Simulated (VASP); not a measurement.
Input of a VASP 6.6.1 run:

Contents of INCAR:

```
ALGO     = Normal         # electronic algorithm
EDIFF    = 1E-8           # SCF threshold, eV
ENCUT    = 520            # plane-wave cutoff, eV
GGA      = PE             # functional
ISIF     = 2              # what is computed and relaxed
ISMEAR   = -1             # smearing method
LASPH    = True           # aspherical terms in the spheres
LCHARG   = False          # write CHGCAR
LEFG     = True         
LREAL    = False          # projectors in reciprocal space
LWAVE    = False          # write WAVECAR
NBANDS   = 28             # bands
NELM     = 60             # most SCF steps
PREC     = Accurate       # precision mode
SIGMA    = 0.01           # smearing width, eV
```

The input KPOINTS:

```
k-points
0
Gamma
  7 7 3
```

Contents of POSCAR:

```
PbS
1.0
    2.9405000000     -2.9000000000      0.0000000000
    2.9405000000      2.9000000000      0.0000000000
   -1.0800500000      0.0000000000     11.4751042000
Pb S
2 2
Direct
    0.7756000000      0.7756000000      0.6363800000
    0.2244000000      0.2244000000      0.3636200000
    0.2684000000      0.2684000000      0.5986000000
    0.7316000000      0.7316000000      0.4014000000
```

Potentials or basis: VASP PAW PBE potentials, release 64 (Pb_d, S).

Launch:

```console
$ cat potpaw_PBE.64/Pb_d/POTCAR potpaw_PBE.64/S/POTCAR > POTCAR
$ mpirun -np 1 vasp_std > vasp.out
```

Task: Estimate the largest force.

Result: 0.176 eV/Å.

Task: What does it give for the band gap on the k mesh?

Result: 1.36 eV.

Electric field gradients, principal values (V/Å²):
```tsv
atom	least	middle	greatest (by size)
1 Pb	73.047	130.183	-203.230
2 Pb	73.047	130.183	-203.230
3 S	-0.571	-2.510	3.081
4 S	-0.571	-2.510	3.081
```

Caveat: the cell differs from its parent crystal (zz strain of -2 %); without QUAD_EFG the Cq values of the log hold for a quadrupole moment of 1 mb, not for the nuclei; spin-orbit coupling is left out, which moves the levels of the heavy elements.
